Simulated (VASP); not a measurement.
Wanted: the native input for a VASP 6.6.1 run.

```
Task                   : single point
Functional             : PBEsol
Potentials or basis    : VASP PAW PBE potentials, release 64 (B, P)
Cutoff                 : 520 eV
k mesh                 : 10 × 10 × 10
Occupations            : gaussian, width 0.01 eV
Spin                   : no spin polarisation
Dipole correction      : no
Further INCAR settings : ALGO = Normal; EDIFF = 1e-07; NBANDS = 11
```

The structure of BP lies in POSCAR:

```
BP
1.0
    0.0000000000      2.2557111197      2.2557111197
    2.2557111197      0.0000000000      2.2557111197
    2.2557111197      2.2557111197      0.0000000000
B P
1 1
Direct
    0.0000000000      0.0000000000      0.0000000000
    0.7500000000      0.7500000000      0.7500000000
```

One way to write it, as run:

INCAR

```
SYSTEM = BP
ALGO = Normal
EDIFF = 1E-7
ENCUT = 520
GGA = PS
ISIF = 2
ISMEAR = 0
LASPH = .True.
LCHARG = .False.
LREAL = .False.
LWAVE = .False.
NBANDS = 11
NELM = 80
PREC = Accurate
SIGMA = 0.01
```

KPOINTS

```
k-points
0
Gamma
  10 10 10
  0 0 0
```

Potentials or basis: VASP PAW PBE potentials, release 64 (B, P).

Run with:

```console
$ cat potpaw_PBE.64/B/POTCAR potpaw_PBE.64/P/POTCAR > POTCAR
$ mpirun -np 1 vasp_std > vasp.out
```

Results of the run:

* Pressure: 1.1 GPa
* Band gap on the k mesh: 1.11 eV, indirect (least direct gap 3.38 eV)

Caveat: the PAW data sets were made with another functional, which shifts forces and pressure a little.

Wall time 14 s on 1 thread of Intel(R) Xeon(R) Platinum 8259CL CPU @ 2.50GHz (Skylake/Cascade Lake) (shared host), peak memory 0.13 GiB.
